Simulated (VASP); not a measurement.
# Ti2Be (I4/mmm) in VASP: a series of runs

The runs below take Ti2Be through single point, with PBE.

All numbers are computed with VASP 6.6.1; they aren't measurements. Logs are shortened: lines on timing, memory, paths and dates and some standing lists are left out, and cuts for length are marked.

## 1. The cell of the first run

The structure is tetragonal, space group I4/mmm (No. 139). The conventional cell has a = 2.901 Å, b = 2.901 Å, c = 10.277 Å, α = 90.00°, β = 90.00°, γ = 90.00°. Ti (site symmetry 4mm) has 4 Be at 2.59 Å and 9 Ti at 2.84 to 3.17 Å within 3.4 Å. Within 3.4 Å of Be (site symmetry 4/mmm) lie 8 Ti at 2.59 Å and 4 Be at 2.90 Å.

## 2. Single point, PBE

File INCAR:

```
SYSTEM = Ti2Be
PREC = Accurate
ENCUT = 520
EDIFF = 1E-6
ISMEAR = 0
SIGMA = 0.1
LREAL = .False.
LASPH = .True.
NELM = 60
ALGO = Fast
ISIF = 2
LWAVE = .False.
LCHARG = .True.
GGA = PE
LELF = .True.
LVHAR = .True.
NBANDS = 20
```

File KPOINTS:

```
Automatic mesh
0
Gamma
  6 6 6
  0 0 0
```

File POSCAR:

```
Ti2Be
1.0
   -1.4503966616      1.4503966616      5.1383027741
    1.4503966616     -1.4503966616      5.1383027741
    1.4503966616      1.4503966616     -5.1383027741
Ti Be
2 1
Direct
    0.6543550137      0.6543550137      0.0000000000
    0.3456449863      0.3456449863      0.0000000000
    0.0000000000      0.0000000000      0.0000000000
```

Potentials or basis: VASP PAW PBE potentials, release 64 (Ti_sv, Be).

On the command line:

```bash
cat potpaw_PBE.64/Ti_sv/POTCAR potpaw_PBE.64/Be/POTCAR > POTCAR
mpirun -np 1 vasp_std > vasp.out
```

OUTCAR:

```text
SYSTEM = Ti2Be
   PREC = Accurate
   ENCUT = 520
   EDIFF = 1E-6
   ISMEAR = 0
   LREAL = .False.
   LASPH = .True.
   NELM = 60
   ISIF = 2
   GGA = PE

 ion  position               nearest neighbor table
   1  0.654  0.654  0.000-   3 2.59   3 2.59   3 2.59   3 2.59   2 2.84   2 2.84   2 2.84   2 2.84

   2  0.346  0.346  0.000-   3 2.59   3 2.59   3 2.59   3 2.59   1 2.84   1 2.84   1 2.84   1 2.84

   3  0.000  0.000  0.000-   1 2.59   1 2.59   1 2.59   2 2.59   1 2.59   2 2.59   2 2.59   2 2.59

  LATTYP: Found a body centered tetragonal cell.
 ALAT       =     2.9007933232
 C/A-ratio  =     3.5426879488

  Lattice vectors:

 A1 = (  -1.4503966616,   1.4503966616,   5.1383027741)
 A2 = (   1.4503966616,  -1.4503966616,   5.1383027741)
 A3 = (   1.4503966616,   1.4503966616,  -5.1383027741)

Analysis of symmetry for initial positions (statically):
=====================================================================
 Subroutine PRICEL returns:
 Original cell was already a primitive cell.

 Routine SETGRP: Setting up the symmetry group for a
 body centered tetragonal supercell.

 Subroutine GETGRP returns: Found 16 space group operations
 (whereof 16 operations were pure point group operations)
 out of a pool of 16 trial point group operations.

The static configuration has the point symmetry D_4h.

Analysis of symmetry for dynamics (positions and initial velocities):
=====================================================================
 Subroutine PRICEL returns:
 Original cell was already a primitive cell.

 Routine SETGRP: Setting up the symmetry group for a
 body centered tetragonal supercell.

 Subroutine GETGRP returns: Found 16 space group operations
 (whereof 16 operations were pure point group operations)
 out of a pool of 16 trial point group operations.

The dynamic configuration has the point symmetry D_4h.

 Subroutine INISYM returns: Found 16 space group operations
 (whereof 16 operations are pure point group operations),
 and found     1 'primitive' translations

----------------------------------------------------------------------------------------

                                     Primitive cell

  volume of cell :      43.2368

[... 86 lines left out ...]
   LSORBIT =      F    spin-orbit coupling
   LASPH  =      T    aspherical Exc in radial PAW
   ENCUT  =  520.0 eV  38.22 Ry    6.18 a.u.  10.29 10.29 10.29*2*pi/ulx,y,z
   NELM   =     60;   NELMIN=  2; NELMDL= -5     # of ELM steps
   EDIFF  = 0.1E-05   stopping-criterion for ELM
   LREAL  =      F    real-space projection
   EDIFFG = 0.1E-04   stopping-criterion for IOM
   NSW    =      0    number of steps for IOM
   IBRION =     -1    ionic relax: 0-MD 1-quasi-New 2-CG
   NFREE  =      0    steps in history (QN), initial steepest desc. (CG)
   ISIF   =      2    stress and relaxation
   ISYM   =      2    0-nonsym 1-usesym 2-fastsym
   POTIM  = 0.5000    time-step for ionic-motion
   TEBEG  =    0.0;   TEEND  =   0.0 temperature during run
   PSTRESS=    0.0 pullay stress
   NELECT =      26.0000    total number of electrons
   NUPDOWN=      -1.0000    fix difference up-down
   EMIN   =  10.00;   EMAX   =-10.00  energy-range for DOS
   EFERMI =   0.00;   METHOD = LEGACY
   ISMEAR =     0;   SIGMA  =   0.10  broadening in eV -4-tet -1-fermi 0-gaus
   EFERMI_NEDOS =   21; number of points for ismear=-14 and -15
   IALGO  =     68    algorithm
   IMIX   =      4    mixing-type and parameters
     AMIX     =   0.40;   BMIX     =  1.00
     AMIX_MAG =   1.60;   BMIX_MAG =  1.00
  volume/ion in A,a.u.               =      14.41        97.26
  Fermi-wavevector in a.u.,A,eV,Ry     =   1.381810  2.611241 25.978932  1.909398
  Thomas-Fermi vector in A             =   2.506559
   LORBIT       =      0    0 simple, 1 ext, 2 COOP (PROOUT), +10 PAW based schemes
   GGA     = PE    functional components
   LHFCALC =     F    Hartree Fock is set to
   AEXX    =    0.0000 exact exchange contribution
   IVDW    =     0    specifies the selected vdW correction
   LEPSILON=     F    determine dielectric tensor
   LRPA    =     F    only Hartree local field effects (RPA)
 non-spin polarized calculation
 RMM-DIIS sequential band-by-band and
 Gauss-broadening in eV      SIGMA  =   0.10
  energy-cutoff  :      520.00
  volume of cell :       43.24
 maximum number of plane-waves:      1191
 NGX is ok and might be reduce to    42
   NGX = 21   NGY = 21   NGZ = 21

 number of electron      26.0000001 magnetization

 Free energy of the ion-electron system (eV)
  ---------------------------------------------------
  ext. energy  EPLUGINS =         0.00000000
  ---------------------------------------------------
  free energy    TOTEN  =       -19.60668026 eV

  energy without entropy =      -19.59604596  energy(sigma->0) =      -19.60136311

 E-fermi :   7.6054     XC(G=0): -11.2977

 val. band max:        7.5741192508   @ k =  -0.3333  -0.3333   0.1667
 cond. band min:       7.6183067239   @ k =   0.5000   0.5000   0.3333
 fundamental gap:      0.0441874730
 Fermi energy:         7.6054013935

 k-point     1 :       0.0000    0.0000    0.0000
  band No.  band energies     occupation
      1     -49.1091      2.00000
      2     -48.9976      2.00000
      3     -25.5278      2.00000
      4     -25.1754      2.00000
      5     -25.1754      2.00000
      6     -25.0863      2.00000
[... 541 lines left out ...]
     19      10.4508      0.00000
     20      10.7848      0.00000

 [... further k-points ...]

------------------------ aborting loop because EDIFF is reached ----------------------------------------

  FORCE on cell =-STRESS in cart. coord.  units (eV):
  Direction    XX          YY          ZZ          XY          YZ          ZX
  --------------------------------------------------------------------------------------
  -------------------------------------------------------------------------------------
  Total       -0.0491098     -0.0491098     -0.0330927      0.0000000     -0.0000000      0.0000000
  in kB       -1.8198073     -1.8198073     -1.2262787      0.0000000     -0.0000000      0.0000000
  external PRESSURE =      -1.6219644 kB  Pullay stress =       0.0000000 kB

 VOLUME and BASIS-vectors are now :
 -----------------------------------------------------------------------------
  energy-cutoff  :      520.00
  volume of cell :       43.24
      direct lattice vectors                 reciprocal lattice vectors
    -1.450396662  1.450396662  5.138302774     0.000000000  0.344733281  0.097308396
     1.450396662 -1.450396662  5.138302774     0.344733281  0.000000000  0.097308396
     1.450396662  1.450396662 -5.138302774     0.344733281  0.344733281  0.000000000

 POSITION                                       TOTAL-FORCE (eV/Angst)
 -----------------------------------------------------------------------------------
      0.00000      0.00000      6.72455         0.000000      0.000000      0.007038
      0.00000      0.00000      3.55206        -0.000000      0.000000     -0.007038
      0.00000      0.00000      0.00000        -0.000000     -0.000000     -0.000000
 -----------------------------------------------------------------------------------
    total drift:                               -0.000000      0.000000      0.000000

  FREE ENERGIE OF THE ION-ELECTRON SYSTEM (eV)
  ---------------------------------------------------
  free  energy   TOTEN  =       -19.6066802584 eV

  energy  without entropy=      -19.5960459559  energy(sigma->0) =      -19.60136311
```

Wall time 2.4 min (1 thread of Intel Xeon 6975P-C (Granite Rapids), shared host); peak memory 0.26 GiB.

Results:

```
Free energy            : -19.6067 eV
Pressure               : -0.2 GPa
Largest force          : 0.007 eV/Å
Band gap on the k mesh : zero (bands 13 and 14 overlap by 0.63 eV)
```

Forces in eV/Å, atoms in the order of the input:
```
Ti   0.000  0.000  0.007
Ti   0.000  0.000 -0.007
Be   0.000  0.000  0.000
```

Caveat: the k points lie up to 0.38 Å⁻¹ apart, too coarse for converged energies and pressures of a metal.

## 3. Single point, PBE

File INCAR:

```
  PREC = Accurate
  ENCUT = 520
  EDIFF = 1E-6
  ISMEAR = 0
  SIGMA = 0.1
  LREAL = F
  LASPH = T
  NELM = 60
  ALGO = Fast
  ISIF = 2
  LWAVE = F
  LCHARG = F
  GGA = PE
  NBANDS = 20
```

File KPOINTS:

```
Automatic mesh
0
Gamma
  22 22 22
```

File POSCAR:

```
Ti2Be
1.0
   -1.4541883577      1.4541883577      5.1167136006
    1.4541883577     -1.4541883577      5.1167136006
    1.4541883577      1.4541883577     -5.1167136006
Ti Be
2 1
Direct
    0.6541230825      0.6541230825      0.0000000000
    0.3458769175      0.3458769175      0.0000000000
    0.0000000000      0.0000000000      0.0000000000
```

Potentials or basis: VASP PAW PBE potentials, release 64 (Ti_sv, Be).

On the command line:

```bash
cat potpaw_PBE.64/Ti_sv/POTCAR potpaw_PBE.64/Be/POTCAR > POTCAR
mpirun -np 1 vasp_std > vasp.out
```

Wall time 50 min (1 thread of Intel Xeon 6975P-C (Granite Rapids), shared host); peak memory 0.8 GiB.

It converged, with:

```yaml
Free_energy: -19.5950 eV
Pressure: -0.2 GPa
Largest_force: 0.006 eV/Å
Band_gap_on_the_k_mesh: zero (bands 13 and 14 overlap by 0.78 eV)
```

Forces in eV/Å, atoms in the order of the input:
```
Ti   0.000  0.000  0.006
Ti   0.000  0.000 -0.006
Be   0.000  0.000  0.000
```

Levels at points of the mesh, in eV from the Fermi level:
```tsv
k point	band 9	band 10	band 11	band 12	band 13	band 14	band 15	band 16	band 17	band 18
(0.00, 0.00, 0.00)	-7.05	-3.27	-1.35	-1.18	0.04	1.55	1.55	1.85	2.08	2.08
(0.50, 0.00, 0.00)	-3.44	-3.36	-1.63	-0.54	-0.11	0.48	0.51	1.01	1.14	2.73
(0.50, 0.50, 0.00)	-2.75	-2.36	-2.23	-1.63	-0.74	1.04	1.08	2.15	3.14	3.83
(0.50, 0.50, 0.50)	-6.02	-5.03	-1.56	-1.38	0.33	0.93	0.93	2.21	2.66	3.17
```
